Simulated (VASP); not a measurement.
Input of a VASP 6.6.1 run:

Contents of INCAR:

```
  PREC = Accurate
  ENCUT = 520
  EDIFF = 1E-6
  ISMEAR = -1
  SIGMA = 0.1
  LREAL = F
  LASPH = T
  NELM = 100
  ALGO = Normal
  ISIF = 2
  LWAVE = F
  LCHARG = F
  GGA = PE
  IVDW = 13
  NBANDS = 8
```

KPOINTS

```
Automatic mesh
0
Gamma
  20 20 18
```

POSCAR

```
Si
1.0
    2.6178559518      0.0000000000      0.0000000000
   -1.3089279759      2.2671297577      0.0000000000
    0.0000000000      0.0000000000      2.4497546445
Si
1
Direct
    0.0000000000      0.0000000000      0.0000000000
```

Potentials or basis: VASP PAW PBE potentials, release 64 (Si).

Command:

```sh
$ cat potpaw_PBE.64/Si/POTCAR > POTCAR
$ mpirun -np 1 vasp_std > vasp.out
```

Q: Predict the band gap on the k mesh.

A: Zero (band 2 reaches 17.37 eV, above the bottom of band 3 at 5.86 eV).

Q: What does it give for the pressure?

A: -0.1 GPa.

Caveat: pairwise dispersion overbinds metals, which lowers pressure and volume.
